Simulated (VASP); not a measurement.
# MgI2 (P-3m1) in VASP: a series of runs

Runs on MgI2. Level: PBE. Tasks: single point.

All numbers are computed with VASP 6.6.1; they aren't measurements. Logs are shortened: lines on timing, memory, paths and dates and some standing lists are left out, and cuts for length are marked.

## 1. The cell of the first run

It takes space group P-3m1 (No. 164, trigonal). Conventional cell: a = 4.139 Å, b = 4.139 Å, c = 7.685 Å, α = 90.00°, β = 90.00°, γ = 120.00°. Mg (site symmetry -3m) has 6 I at 2.85 Å within 3.8 Å. Within 3.8 Å of I (site symmetry 3m) lie 3 Mg at 2.85 Å.

## 2. Single point, PBE

INCAR reads:

```
PREC = Accurate
ENCUT = 520
EDIFF = 1E-6
ISMEAR = 0
SIGMA = 0.05
LREAL = False
LASPH = True
NELM = 100
ALGO = Normal
ISIF = 2
LWAVE = False
LCHARG = False
GGA = PE
NBANDS = 15
```

KPOINTS reads:

```
regular mesh
0
Gamma
  6 6 4
```

POSCAR reads:

```
MgI2
1.0
    4.1387920735      0.0000000000      0.0000000000
   -2.0693960368      3.5842990767      0.0000000000
    0.0000000000      0.0000000000      7.6847014931
Mg I
1 2
Direct
    0.0000000000      0.0000000000      0.0000000000
    0.3333333333      0.6666666667      0.7973879295
    0.6666666667      0.3333333333      0.2026120705
```

Potentials or basis: VASP PAW PBE potentials, release 64 (Mg, I).

On the command line:

```
$ cat potpaw_PBE.64/Mg/POTCAR potpaw_PBE.64/I/POTCAR > POTCAR
$ mpirun -np 1 vasp_std > vasp.out
```

OUTCAR:

```text
PREC = Accurate
   ENCUT = 520
   EDIFF = 1E-6
   ISMEAR = 0
   LREAL = False
   LASPH = True
   NELM = 100
   ISIF = 2
   GGA = PE

 ion  position               nearest neighbor table
   1  0.000  0.000  0.000-   2 2.85   3 2.85   3 2.85   2 2.85   3 2.85   2 2.85
   2  0.333  0.667  0.797-   1 2.85   1 2.85   1 2.85
   3  0.667  0.333  0.203-   1 2.85   1 2.85   1 2.85

  LATTYP: Found a hexagonal cell.
 ALAT       =     4.1387920735
 C/A-ratio  =     1.8567498334

  Lattice vectors:

 A1 = (   4.1387920735,   0.0000000000,   0.0000000000)
 A2 = (  -2.0693960368,   3.5842990767,   0.0000000000)
 A3 = (   0.0000000000,   0.0000000000,   7.6847014931)

Analysis of symmetry for initial positions (statically):
[... 33 lines left out ...]
                                     Primitive cell

  volume of cell :     114.0000

  direct lattice vectors                    reciprocal lattice vectors
     4.138792074  0.000000000  0.000000000     0.241616390  0.139497288  0.000000000
    -2.069396037  3.584299077  0.000000000     0.000000000  0.278994576  0.000000000
     0.000000000  0.000000000  7.684701493     0.000000000  0.000000000  0.130128672

  length of vectors
     4.138792074  4.138792074  7.684701493     0.278994576  0.278994576  0.130128672

  position of ions in fractional coordinates (direct lattice)
     0.000000000  0.000000000  0.000000000
     0.333333333  0.666666667  0.797387929
     0.666666667  0.333333333  0.202612071

  ion indices of the primitive-cell ions
   primitive index   ion index
                 1           1
                 2           2
                 3           3

----------------------------------------------------------------------------------------

 KPOINTS: regular mesh

Automatic generation of k-mesh.
 Grid dimensions read from file:
 generate k-points for:    6    6    4

 Generating k-lattice:

  Cartesian coordinates                     Fractional coordinates (reciprocal lattice)
     0.040269398  0.023249548  0.000000000     0.166666667  0.000000000  0.000000000
     0.000000000  0.046499096  0.000000000     0.000000000  0.166666667  0.000000000
     0.000000000  0.000000000  0.032532168     0.000000000  0.000000000  0.250000000

  Length of vectors
     0.046499096  0.046499096  0.032532168

  Shift w.r.t. Gamma in fractional coordinates (k-lattice)
[... 9 lines left out ...]
  0.000000  0.000000  0.000000      1.000000
  0.166667  0.000000  0.000000      6.000000
  0.333333  0.000000  0.000000      6.000000
  0.500000  0.000000  0.000000      3.000000
  0.166667  0.166667  0.000000      6.000000
  0.333333  0.166667  0.000000     12.000000
[... 22 lines left out ...]
   dimension x,y,z NGXF=    64 NGYF=   64 NGZF=  120
   ions per type =               1   2
   NGX,Y,Z   is equivalent  to a cutoff of  12.85, 12.85, 12.98 a.u.
   NGXF,Y,Z  is equivalent  to a cutoff of  25.71, 25.71, 25.96 a.u.
 SYSTEM =  unknown system
   PREC   = accura    normal or accurate (medium, high low for compatibility)
   ISTART =      0    job   : 0-new  1-cont  2-samecut
   ICHARG =      2    charge: 1-file 2-atom 10-const
   ISPIN  =      1    spin polarized calculation?
   LNONCOLLINEAR =      F non collinear calculations
   LSORBIT =      F    spin-orbit coupling
   LASPH  =      T    aspherical Exc in radial PAW
   ENCUT  =  520.0 eV  38.22 Ry    6.18 a.u.   7.70  7.70 14.29*2*pi/ulx,y,z
   NELM   =    100;   NELMIN=  2; NELMDL= -5     # of ELM steps
   EDIFF  = 0.1E-05   stopping-criterion for ELM
   LREAL  =      F    real-space projection
   EDIFFG = 0.1E-04   stopping-criterion for IOM
   NSW    =      0    number of steps for IOM
   IBRION =     -1    ionic relax: 0-MD 1-quasi-New 2-CG
[... 14 lines left out ...]
     AMIX     =   0.40;   BMIX     =  1.00
     AMIX_MAG =   1.60;   BMIX_MAG =  1.00
  volume/ion in A,a.u.               =      38.00       256.44
  Fermi-wavevector in a.u.,A,eV,Ry     =   0.850772  1.607726  9.848075  0.723813
  Thomas-Fermi vector in A             =   1.966801
   LORBIT       =      0    0 simple, 1 ext, 2 COOP (PROOUT), +10 PAW based schemes
   GGA     = PE    functional components
[... 6 lines left out ...]
 Gauss-broadening in eV      SIGMA  =   0.05
  energy-cutoff  :      520.00
  volume of cell :      114.00
 maximum number of plane-waves:      3100
 NGX is ok and might be reduce to    32
   NGX = 15   NGY = 15   NGZ = 29

 number of electron      16.0000001 magnetization

 Free energy of the ion-electron system (eV)
  ---------------------------------------------------
  ext. energy  EPLUGINS =         0.00000000
  ---------------------------------------------------
  free energy    TOTEN  =        -7.62914268 eV

  energy without entropy =       -7.62914268  energy(sigma->0) =       -7.62914268

 E-fermi :   1.4657     XC(G=0):  -7.5581

 val. band max:        1.2384492917   @ k =   0.0000   0.0000   0.0000
 cond. band min:       5.0301872645   @ k =   0.5000   0.0000   0.2500
 fundamental gap:      3.7917379727
 Fermi energy:         1.4656945799

 k-point     1 :       0.0000    0.0000    0.0000
  band No.  band energies     occupation
      1     -10.7906      2.00000
      2     -10.0301      2.00000
      3      -1.8496      2.00000
      4       0.8374      2.00000
      5       0.8374      2.00000
      6       1.1018      2.00000
      7       1.2384      2.00000
      8       1.2384      2.00000
      9       5.3525      0.00000
     10       6.1608      0.00000
     11       7.9424      0.00000
     12       7.9424      0.00000
     13       8.1199      0.00000
     14       9.3426      0.00000
     15       9.3426      0.00000

 k-point     2 :       0.1667    0.0000    0.0000
  band No.  band energies     occupation
      1     -10.6418      2.00000
      2      -9.9557      2.00000
      3      -1.7277      2.00000
      4      -0.2218      2.00000
      5       0.4432      2.00000
      6       0.5131      2.00000
      7       1.1614      2.00000
      8       1.1856      2.00000
      9       6.1626      0.00000
     10       6.6907      0.00000
     11       7.5446      0.00000
     12       8.4536      0.00000
     13       8.4736      0.00000
     14       9.2879      0.00000
     15       9.8354      0.00000

 k-point     3 :       0.3333    0.0000    0.0000
  band No.  band energies     occupation
      1     -10.2848      2.00000
      2      -9.8256      2.00000
      3      -1.9452      2.00000
      4      -1.3643      2.00000
      5      -0.2952      2.00000
      6       0.0581      2.00000
      7       0.9574      2.00000
      8       0.9689      2.00000
      9       5.4579      0.00000
     10       6.9080      0.00000
     11       7.6968      0.00000
     12       8.8686      0.00000
     13       8.9089      0.00000
     14       9.5920      0.00000
     15      10.2553      0.00000

 k-point     4 :       0.5000    0.0000    0.0000
  band No.  band energies     occupation
      1     -10.0327      2.00000
      2      -9.8096      2.00000
      3      -2.4352      2.00000
      4      -1.6984      2.00000
      5      -0.1267      2.00000
      6      -0.1159      2.00000
      7       0.6694      2.00000
      8       0.8515      2.00000
      9       5.0340      0.00000
     10       6.8624      0.00000
     11       7.2106      0.00000
     12       8.8525      0.00000
     13       9.2196      0.00000
     14      10.2297      0.00000
     15      10.2490      0.00000
[... 307 lines left out ...]
 k-point    22 :       0.1667    0.1667    0.5000
  band No.  band energies     occupation
      1     -10.3714      2.00000
      2      -9.8713      2.00000
      3      -1.6740      2.00000
      4      -1.0328      2.00000
      5      -0.4461      2.00000
      6       0.4921      2.00000
      7       0.5498      2.00000
      8       0.9291      2.00000
      9       6.3069      0.00000
     10       7.1634      0.00000
     11       7.9028      0.00000
     12       8.6067      0.00000
     13       8.6565      0.00000
     14       8.9625      0.00000
     15      10.1545      0.00000

 k-point    23 :       0.3333    0.1667    0.5000
  band No.  band energies     occupation
      1     -10.0430      2.00000
      2      -9.8019      2.00000
      3      -2.2007      2.00000
      4      -1.5692      2.00000
      5      -0.7390      2.00000
      6      -0.0980      2.00000
      7       0.5303      2.00000
      8       0.8745      2.00000
      9       5.9029      0.00000
     10       7.2402      0.00000
     11       7.9144      0.00000
     12       8.2608      0.00000
     13       8.5857      0.00000
     14       9.9697      0.00000
     15      10.3535      0.00000

 k-point    24 :       0.3333    0.3333    0.5000
  band No.  band energies     occupation
      1      -9.8526      2.00000
      2      -9.8526      2.00000
      3      -2.0878      2.00000
      4      -1.3926      2.00000
      5      -1.3926      2.00000
      6      -0.6883      2.00000
      7       0.7271      2.00000
      8       0.7271      2.00000
      9       6.3464      0.00000
     10       7.7159      0.00000
     11       7.7159      0.00000
     12       9.0986      0.00000
     13       9.4411      0.00000
     14       9.9069      0.00000
     15       9.9071      0.00000

------------------------ aborting loop because EDIFF is reached ----------------------------------------

  FORCE on cell =-STRESS in cart. coord.  units (eV):
  Direction    XX          YY          ZZ          XY          YZ          ZX
  --------------------------------------------------------------------------------------
  -------------------------------------------------------------------------------------
  Total        1.7817909      1.7817909      2.3728698     -0.0000000     -0.0000000      0.0000000
  in kB       25.0416221     25.0416221     33.3487563     -0.0000000     -0.0000000      0.0000000
  external PRESSURE =      27.8106668 kB  Pullay stress =       0.0000000 kB

 VOLUME and BASIS-vectors are now :
 -----------------------------------------------------------------------------
  energy-cutoff  :      520.00
  volume of cell :      114.00
      direct lattice vectors                 reciprocal lattice vectors
     4.138792074  0.000000000  0.000000000     0.241616390  0.139497288  0.000000000
    -2.069396037  3.584299077  0.000000000     0.000000000  0.278994576  0.000000000
     0.000000000  0.000000000  7.684701493     0.000000000  0.000000000  0.130128672

 POSITION                                       TOTAL-FORCE (eV/Angst)
 -----------------------------------------------------------------------------------
      0.00000      0.00000      0.00000         0.000000      0.000000      0.000000
     -0.00000      2.38953      6.12769        -0.000000     -0.000000     -0.761816
      2.06940      1.19477      1.55701         0.000000      0.000000      0.761816
 -----------------------------------------------------------------------------------
    total drift:                               -0.000000      0.000000      0.000000

  FREE ENERGIE OF THE ION-ELECTRON SYSTEM (eV)
  ---------------------------------------------------
  free  energy   TOTEN  =        -7.6291426786 eV

  energy  without entropy=       -7.6291426786  energy(sigma->0) =       -7.62914268
```

Run time: 14 s. Hardware: 1 thread of Intel Xeon 6975P-C (Granite Rapids), shared host; peak memory 0.24 GiB.

What came out:

```
Free energy            : -7.6291 eV
Pressure               : 2.8 GPa
Largest force          : 0.762 eV/Å
Band gap on the k mesh : 3.79 eV, indirect (least direct gap 4.11 eV)
```

Forces on the atoms (eV/Å):
```
Mg   0.000  0.000  0.000
I    0.000  0.000 -0.762
I    0.000  0.000  0.762
```

Stress tensor (GPa, compression positive):
```
2.50 0.00 0.00
0.00 2.50 0.00
0.00 0.00 3.33
```

Caveat: spin-orbit coupling is left out, which moves the levels of the heavy elements; this functional lacks dispersion, which binds the layers, so the pressure and a relaxed spacing across them are unreliable. A k mesh can miss the band edges.

## 3. Single point, PBE

INCAR reads:

```
SYSTEM = MgI2
PREC = Accurate
ENCUT = 520
EDIFF = 1E-7
ISMEAR = 0
SIGMA = 0.05
LREAL = .False.
LASPH = .True.
NELM = 100
ALGO = Normal
ISIF = 2
LWAVE = .False.
LCHARG = .False.
GGA = PE
NBANDS = 15
```

KPOINTS reads:

```
Automatic mesh
0
Gamma
  6 6 4
  0 0 0
```

POSCAR reads:

```
MgI2
1.0
    4.1387920735      0.0000000000      0.0000000000
   -2.0693960368      3.5842990767      0.0000000000
    0.0000000000      0.0000000000      7.6847014931
Mg I
1 2
Direct
    0.0000000000      0.0000000000      0.0000000000
    0.3333333333      0.6666666667      0.8050686935
    0.6666666667      0.3333333333      0.1949313065
```

Potentials or basis: VASP PAW PBE potentials, release 64 (Mg, I).

On the command line:

```
$ cat potpaw_PBE.64/Mg/POTCAR potpaw_PBE.64/I/POTCAR > POTCAR
$ mpirun -np 1 vasp_std > vasp.out
```

Run time: 17 s. Hardware: 1 thread of Intel Xeon 6975P-C (Granite Rapids), shared host; peak memory 0.25 GiB.

It converged, with:

```yaml
Free_energy: -7.5170 eV
Pressure: 3.9 GPa
Largest_force: 1.145 eV/Å
Band_gap_on_the_k_mesh: 3.77 eV, indirect (least direct gap 4.19 eV)
```

Forces on the atoms (eV/Å):
```
Mg   0.000  0.000  0.000
I    0.000  0.000 -1.145
I    0.000  0.000  1.145
```

Stress tensor (GPa, compression positive):
```
3.47 0.00 0.00
0.00 3.47 0.00
0.00 0.00 4.81
```

Levels at points of the mesh, in eV from the valence-band top:
```tsv
k point	band 5	band 6	band 7	band 8	band 9	band 10	band 11	band 12
(0.00, 0.00, 0.00)	-0.54	-0.08	-0.07	-0.07	4.18	4.86	6.60	6.60
(0.50, 0.00, 0.00)	-1.53	-1.32	-0.54	-0.42	3.77	5.66	6.09	7.73
(0.00, 0.00, 0.50)	-0.53	-0.53	-0.08	-0.08	4.72	4.88	6.57	6.57
(0.50, 0.00, 0.50)	-1.52	-1.14	-0.53	-0.45	3.81	5.70	5.93	6.68
```

Caveat: spin-orbit coupling is left out, which moves the levels of the heavy elements; this functional lacks dispersion, which binds the layers, so the pressure and a relaxed spacing across them are unreliable; forces of over 1 eV/Å act on the atoms, so gaps and moduli don't describe the material at rest. A hybrid or GW would open this gap; PBE tends to underestimate it.
